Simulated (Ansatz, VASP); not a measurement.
# MgO: VASP beside Ansatz

Contents of INCAR:

```
SYSTEM = MgO
  PREC = Accurate
  ENCUT = 520
  EDIFF = 1E-6
  ISMEAR = 0
  SIGMA = 0.05
  LREAL = .FALSE.
  LASPH = .TRUE.
  NELM = 60
  ALGO = Normal
  ISIF = 2
  LWAVE = .FALSE.
  LCHARG = .FALSE.
  GGA = PE
  NBANDS = 11
```

KPOINTS

```
regular mesh
0
G
  10 10 10
  0 0 0
```

File POSCAR:

```
MgO
1.0
    0.0000000000      2.0205767601      2.1800959780
    2.0205767601      0.0000000000      2.1800959780
    2.0205767601      2.0205767601      0.0000000000
Mg O
1 1
Direct
    0.0000000000      0.0000000000      0.0000000000
    0.5000000000      0.5000000000      0.5000000000
```

Input for Ansatz:

```yaml
crystal:
  lattice:
    - [0.0, 2.0205767601, 2.180095978]
    - [2.0205767601, 0.0, 2.180095978]
    - [2.0205767601, 2.0205767601, 0.0]
  atoms:
    - { symbol: Mg, position: [0.0, 0.0, 0.0] }
    - { symbol: O, position: [0.5, 0.5, 0.5] }
basis:
  ecutwfc: 420
kpoints:
  mp_grid: { grid: [10, 10, 10] }
hamiltonian:
  xc: pbe
scf:
  occupations: { method: gaussian, width: 0.05 }
output:
  forces: true
  stress: true
  eigenvalues: true
```

Change from the starting cell: strain -0.050 along x and y, +0.025 along z, atoms carried along.

Alike in both runs: task single point; functional PBE; k mesh 10 × 10 × 10; occupations gaussian, width 0.05 eV; no spin polarisation.

|  | VASP | Ansatz |
| --- | --- | --- |
| version | VASP 6.6.1 | Ansatz 0.2.0 |
| potentials or method | VASP PAW PBE potentials, release 64 (Mg, O), cutoff 520 eV | scalar-relativistic, plane waves, PAW |
| valence electrons in the cell | 8 | 16 |

```tsv
	VASP	Ansatz	Ansatz less VASP
gap on the k mesh at the Fermi level (eV)	5.09	5.10	+0.016
least direct gap on the mesh (eV)	5.09	5.10	+0.016
pressure (GPa)	15.0	15.7	+0.68
traceless stress, the component that is largest in VASP (GPa)	-12.69	-12.59	+0.097
```

VASP's potentials hold 8 valence electrons a cell and Ansatz's 16, so a difference there can come from the potentials and not from the codes.
